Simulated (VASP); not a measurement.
# HfN (Fm-3m) in VASP: further runs, part 2 of 3

VASP 6.6.1. Earlier steps stand in the parts before.

## (3) Single point, PBEsol

This run uses another cell than the first one, of 11.41 Å³/atom, 1.023 times its volume.

The input, INCAR:

```
PREC = Accurate
ENCUT = 520
EDIFF = 1E-6
ISMEAR = -1
SIGMA = 0.1
LREAL = F
LASPH = T
NELM = 60
ALGO = Normal
ISIF = 2
LWAVE = F
LCHARG = F
GGA = PS
NBANDS = 14
```

The input, KPOINTS:

```
regular mesh
0
Gamma
  10 10 10
```

The input, POSCAR:

```
HfN
1.0
    0.0000000000      2.2511020873      2.2511020873
    2.2511020873      0.0000000000      2.2511020873
    2.2511020873      2.2511020873      0.0000000000
Hf N
1 1
Direct
    0.0000000000      0.0000000000      0.0000000000
    0.5000000000      0.5000000000      0.5000000000
```

Potentials or basis: VASP PAW PBE potentials, release 64 (Hf_pv, N).

Run with:

```console
$ cat potpaw_PBE.64/Hf_pv/POTCAR potpaw_PBE.64/N/POTCAR > POTCAR
$ mpirun -np 1 vasp_std > vasp.out
```

OUTCAR:

```text
PREC = Accurate
   ENCUT = 520
   EDIFF = 1E-6
   ISMEAR = -1
   LREAL = F
   LASPH = T
   NELM = 60
   ISIF = 2
   GGA = PS

 ion  position               nearest neighbor table
   1  0.000  0.000  0.000-   2 2.25   2 2.25   2 2.25   2 2.25   2 2.25   2 2.25
   2  0.500  0.500  0.500-   1 2.25   1 2.25   1 2.25   1 2.25   1 2.25   1 2.25

  LATTYP: Found a face centered cubic cell.
 ALAT       =     4.5022041746

  Lattice vectors:

 A1 = (   0.0000000000,   2.2511020873,   2.2511020873)
 A2 = (   2.2511020873,   0.0000000000,   2.2511020873)
 A3 = (   2.2511020873,   2.2511020873,   0.0000000000)

Analysis of symmetry for initial positions (statically):
=====================================================================
 Subroutine PRICEL returns:
 Original cell was already a primitive cell.

 Routine SETGRP: Setting up the symmetry group for a
 face centered cubic supercell.

 Subroutine GETGRP returns: Found 48 space group operations
 (whereof 48 operations were pure point group operations)
 out of a pool of 48 trial point group operations.

The static configuration has the point symmetry O_h .

Analysis of symmetry for dynamics (positions and initial velocities):
=====================================================================
 Subroutine PRICEL returns:
 Original cell was already a primitive cell.

 Routine SETGRP: Setting up the symmetry group for a
 face centered cubic supercell.

 Subroutine GETGRP returns: Found 48 space group operations
 (whereof 48 operations were pure point group operations)
 out of a pool of 48 trial point group operations.

The dynamic configuration has the point symmetry O_h .

 Subroutine INISYM returns: Found 48 space group operations
 (whereof 48 operations are pure point group operations),
 and found     1 'primitive' translations

----------------------------------------------------------------------------------------

                                     Primitive cell

  volume of cell :      22.8147

  direct lattice vectors                    reciprocal lattice vectors
[... 117 lines left out ...]
   LRPA    =     F    only Hartree local field effects (RPA)
 non-spin polarized calculation
  energy-cutoff  :      520.00
  volume of cell :       22.81
 maximum number of plane-waves:       636
   NGX = 11   NGY = 11   NGZ = 11

 number of electron      15.0000001 magnetization

 Free energy of the ion-electron system (eV)
  ---------------------------------------------------
  ext. energy  EPLUGINS =         0.00000000
  ---------------------------------------------------
  free energy    TOTEN  =       -22.99681901 eV

  energy without entropy =      -22.97435308  energy(sigma->0) =      -22.98558605

 E-fermi :   8.3272     XC(G=0): -12.9486

 val. band max:        8.2797480504   @ k =  -0.4000   0.3000   0.0000
 cond. band min:       8.3368827209   @ k =  -0.1000   0.1000   0.0000
 fundamental gap:      0.0571346705
 Fermi energy:         8.3271636581

 k-point     1 :       0.0000    0.0000    0.0000
  band No.  band energies     occupation
      1     -22.7213      2.00000
      2     -22.7213      2.00000
      3     -22.7213      2.00000
      4      -9.2118      2.00000
      5       5.2920      2.00000
      6       5.2920      2.00000
      7       5.2920      2.00000
      8       7.9169      1.96748
      9       7.9169      1.96748
     10       7.9169      1.96748
     11      10.2036      0.00000
     12      10.2639      0.00000
     13      10.2639      0.00000
     14      17.8564      0.00000
[... 377 lines left out ...]
      1     -23.4303      2.00000
      2     -22.9986      2.00000
      3     -22.9680      2.00000
      4      -7.7720      2.00000
      5       1.6685      2.00000
      6       3.6658      2.00000
      7       4.1726      2.00000
      8       5.7818      2.00000
      9      12.4260      0.00000
     10      12.9583      0.00000
     11      13.1243      0.00000
     12      13.2046      0.00000
     13      17.5785      0.00000
     14      19.6981      0.00000

 [... further k-points ...]

------------------------ aborting loop because EDIFF is reached ----------------------------------------

  FORCE on cell =-STRESS in cart. coord.  units (eV):
  Direction    XX          YY          ZZ          XY          YZ          ZX
  --------------------------------------------------------------------------------------
  -------------------------------------------------------------------------------------
  Total       -0.3129808     -0.3129808     -0.3129808      0.0000000      0.0000000     -0.0000000
  in kB      -21.9792443    -21.9792443    -21.9792443      0.0000000      0.0000000     -0.0000000
  external PRESSURE =     -21.9792443 kB  Pullay stress =       0.0000000 kB

 VOLUME and BASIS-vectors are now :
 -----------------------------------------------------------------------------
  energy-cutoff  :      520.00
  volume of cell :       22.81
      direct lattice vectors                 reciprocal lattice vectors
     0.000000000  2.251102087  2.251102087    -0.222113427  0.222113427  0.222113427
     2.251102087  0.000000000  2.251102087     0.222113427 -0.222113427  0.222113427
     2.251102087  2.251102087  0.000000000     0.222113427  0.222113427 -0.222113427

 POSITION                                       TOTAL-FORCE (eV/Angst)
 -----------------------------------------------------------------------------------
      0.00000      0.00000      0.00000        -0.000000     -0.000000      0.000000
      2.25110      2.25110      2.25110         0.000000      0.000000     -0.000000
 -----------------------------------------------------------------------------------
    total drift:                                0.000000     -0.000000     -0.000000

  FREE ENERGIE OF THE ION-ELECTRON SYSTEM (eV)
  ---------------------------------------------------
  free  energy   TOTEN  =       -22.9968190073 eV

  energy  without entropy=      -22.9743530846  energy(sigma->0) =      -22.98558605
```

OSZICAR:

```text
N       E                     dE             d eps       ncg     rms          rms(c)
DAV:   1     0.360952291932E+02    0.36095E+02   -0.78792E+03  1316   0.101E+03
DAV:   2    -0.238767157278E+02   -0.59972E+02   -0.56103E+02  1742   0.234E+02
DAV:   3    -0.257187954486E+02   -0.18421E+01   -0.18348E+01  1502   0.339E+01
DAV:   4    -0.257252222616E+02   -0.64268E-02   -0.64262E-02  1562   0.233E+00
DAV:   5    -0.257252630639E+02   -0.40802E-04   -0.40801E-04  1548   0.157E-01    0.513E+01
DAV:   6    -0.231151832300E+02    0.26101E+01   -0.71975E+00  1448   0.209E+01    0.427E+01
DAV:   7    -0.230276947922E+02    0.87488E-01   -0.43994E-01  1664   0.580E+00    0.260E+01
DAV:   8    -0.230017745426E+02    0.25920E-01   -0.10031E-01  1532   0.268E+00    0.510E+00
DAV:   9    -0.229969651083E+02    0.48094E-02   -0.13029E-02  1568   0.912E-01    0.197E+00
DAV:  10    -0.229968559415E+02    0.10917E-03   -0.10056E-03  1762   0.297E-01    0.475E-01
DAV:  11    -0.229968203921E+02    0.35549E-04   -0.76933E-05  1636   0.869E-02    0.842E-02
DAV:  12    -0.229968192335E+02    0.11586E-05   -0.72313E-06  1640   0.228E-02    0.254E-02
DAV:  13    -0.229968190073E+02    0.22624E-06   -0.14194E-07   886   0.372E-03
   1 F= -.22996819E+02 E0= -.22985586E+02  d E =-.224659E-01
```

Run time: 7.9 s. Hardware: 1 thread of AMD EPYC 9R45 (Zen 5), shared host; peak memory 0.12 GiB.

What came out:

```yaml
Free_energy: -22.9968 eV
Pressure: -2.2 GPa
```

Caveat: the PAW data sets were made with another functional, which shifts forces and pressure a little; spin-orbit coupling is left out, which moves the levels of the heavy elements.

## (4) Single point, r2SCAN+D4

This run uses another cell than the first one, of 11.52 Å³/atom, 1.033 times its volume.

The input, POSCAR:

```
HfN
1.0
    0.0000000000      2.2584841740      2.2584841740
    2.2584841740      0.0000000000      2.2584841740
    2.2584841740      2.2584841740      0.0000000000
Hf N
1 1
Direct
    0.0000000000      0.0000000000      0.0000000000
    0.5000000000      0.5000000000      0.5000000000
```

The input, INCAR.step1:

```
ALGO = Normal
EDIFF = 1E-4
ENCUT = 520
GGA = PE
ISMEAR = -1
LASPH = T
LCHARG = F
LREAL = F
LWAVE = T
NBANDS = 14
NELM = 100
PREC = Accurate
SIGMA = 0.1
```

The input, INCAR.step2:

```
ALGO = Normal
EDIFF = 1E-6
ENCUT = 520
ISIF = 2
ISMEAR = -1
ISTART = 1
IVDW = 13
LASPH = T
LCHARG = T
LELF = T
LMIXTAU = T
LREAL = F
LVHAR = T
LWAVE = F
METAGGA = R2SCAN
NBANDS = 14
NELM = 100
PREC = Accurate
SIGMA = 0.1
VDW_A1 = 0.51559235
VDW_A2 = 5.77342911
VDW_S6 = 1.0
VDW_S8 = 0.6018749
```

The input, KPOINTS:

```
k-points
0
Gamma
  10 10 10
```

Run with:

```console
$ cat potpaw_PBE.64/Hf_pv/POTCAR potpaw_PBE.64/N/POTCAR > POTCAR
$ cp INCAR.step1 INCAR
$ mpirun -np 1 vasp_std > vasp.out
$ cp INCAR.step2 INCAR
$ mpirun -np 1 vasp_std > vasp.out
```

It took 39 s on 1 thread of AMD EPYC 9R45 (Zen 5), shared host; peak memory 0.12 GiB.

Results (log left out):

```yaml
Free_energy: -58.4471 eV
Pressure: -2.7 GPa
Dispersion_energy_per_atom: -0.104 eV
```

Levels at points of the mesh, in eV from the Fermi level:
```csv
k point,band 5,band 6,band 7,band 8,band 9,band 10,band 11,band 12
"(0.00, 0.00, 0.00)",-3.47,-3.47,-3.47,-0.38,-0.38,-0.38,1.98,1.98
"(0.50, 0.00, 0.00)",-9.39,-6.69,-6.69,3.35,3.75,3.75,4.58,9.05
"(0.50, 0.50, 0.00)",-5.98,-4.18,-4.18,-3.93,4.10,5.53,5.53,5.78
```

Caveat: the PAW data sets were made with another functional, which shifts forces and pressure a little; spin-orbit coupling is left out, which moves the levels of the heavy elements; pairwise dispersion overbinds metals, which lowers pressure and volume.

[end of part 2 of 3]
